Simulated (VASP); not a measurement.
Set up this calculation in VASP 6.6.1, as the native input.

```
Task                   : single point
Functional             : r2SCAN
Potentials or basis    : VASP PAW PBE potentials, release 64 (Cr_pv, O)
Cutoff                 : 520 eV
k mesh                 : 4 × 4 × 4
Occupations            : fermi-dirac, width 0.05 eV
Spin                   : collinear spin, antiferromagnetic start
Starting moments       : [3.0, -3.0, 3.0, -3.0, 0.0, 0.0, 0.0, 0.0, 0.0, 0.0] μB
Dipole correction      : no
Further INCAR settings : ALGO = Normal; EDIFF = 1e-06; NBANDS = 57
```

The system is Cr2O3.

```
Cr O
1.0
     2.47950    1.43154    4.53133
    -2.47950    1.43154    4.53133
     0.00000   -2.86308    4.53133
Cr O
4 6
Cartesian
  0.0000 0.0000 4.7266
  0.0000 0.0000 2.0704
  0.0000 0.0000 11.5236
  0.0000 0.0000 8.8674
  -0.9665 1.4315 7.9298
  -0.7565 -1.5528 7.9298
  1.7230 0.1213 7.9298
  0.9665 -1.4315 5.6642
  0.7565 1.5528 5.6642
  -1.7230 -0.1213 5.6642
```

The input as run:

POSCAR

```
Cr2O3
1.0
    2.4795000000      1.4315399925      4.5313333333
   -2.4795000000      1.4315399925      4.5313333333
    0.0000000000     -2.8630799849      4.5313333333
Cr O
4 6
Direct
    0.3477000000      0.3477000000      0.3477000000
    0.1523000000      0.1523000000      0.1523000000
    0.8477000000      0.8477000000      0.8477000000
    0.6523000000      0.6523000000      0.6523000000
    0.5551000000      0.9449000000      0.2500000000
    0.2500000000      0.5551000000      0.9449000000
    0.9449000000      0.2500000000      0.5551000000
    0.4449000000      0.0551000000      0.7500000000
    0.7500000000      0.4449000000      0.0551000000
    0.0551000000      0.7500000000      0.4449000000
```

INCAR.step1

```
SYSTEM = Cr2O3
PREC     = Accurate       ! precision mode
ENCUT    = 520            ! plane-wave cutoff, eV
ISMEAR   = -1             ! smearing method
SIGMA    = 0.05           ! smearing width, eV
LREAL    = .FALSE.        ! projectors in reciprocal space
LASPH    = .TRUE.         ! aspherical terms in the spheres
NELM     = 150            ! most SCF steps
ISPIN    = 2              ! spin polarisation
MAGMOM   = 3 -3 3 -3 0 0 0 0 0 0 ! initial moments
LMAXMIX  = 4              ! l up to which the mixer works
NBANDS   = 57             ! bands
GGA      = PE             ! functional
ALGO     = Normal         ! electronic algorithm
EDIFF    = 1E-4           ! SCF threshold, eV
LWAVE    = .TRUE.         ! write WAVECAR
LCHARG   = .FALSE.        ! write CHGCAR
```

INCAR.step2

```
SYSTEM = Cr2O3
PREC     = Accurate       ! precision mode
ENCUT    = 520            ! plane-wave cutoff, eV
EDIFF    = 1E-6           ! SCF threshold, eV
ISMEAR   = -1             ! smearing method
SIGMA    = 0.05           ! smearing width, eV
LREAL    = .FALSE.        ! projectors in reciprocal space
LASPH    = .TRUE.         ! aspherical terms in the spheres
NELM     = 150            ! most SCF steps
ALGO     = Normal         ! electronic algorithm
ISIF     = 2              ! what is computed and relaxed
LWAVE    = .FALSE.        ! write WAVECAR
LCHARG   = .TRUE.         ! write CHGCAR
ISPIN    = 2              ! spin polarisation
MAGMOM   = 3 -3 3 -3 0 0 0 0 0 0 ! initial moments
LORBIT   = 11             ! projections on sites
LMAXMIX  = 4              ! l up to which the mixer works
METAGGA  = R2SCAN         ! meta-GGA
LMIXTAU  = .TRUE.       
LELF     = .TRUE.         ! ELF
LVHAR    = .TRUE.       
NBANDS   = 57             ! bands
ISTART   = 1
```

KPOINTS

```
Automatic mesh
0
G
  4 4 4
  0 0 0
```

Potentials or basis: VASP PAW PBE potentials, release 64 (Cr_pv, O).

The run is started by

```bash
$ cat potpaw_PBE.64/Cr_pv/POTCAR potpaw_PBE.64/O/POTCAR > POTCAR
$ cp INCAR.step1 INCAR
$ mpirun -np 1 vasp_std > vasp.out
$ cp INCAR.step2 INCAR
$ mpirun -np 1 vasp_std > vasp.out
```

Results of the run:

- Pressure: 0.8 GPa
- Largest force: 0.129 eV/Å
- Band gap on the k mesh: 1.88 eV (least direct gap 1.88 eV)
- Net moment: 0.00 μB per cell
- Site moments: Cr +2.76, -2.76 (each value once); O +0.00 μB
- Valence electrons inside the program's atomic spheres: Cr 10.79; O 5.10

Caveat: the PAW data sets were made with another functional, which shifts forces and pressure a little.

Wall time 4.6 min on 1 thread of Intel(R) Xeon(R) 6975P-C (Granite Rapids) (shared host), peak memory 0.37 GiB.
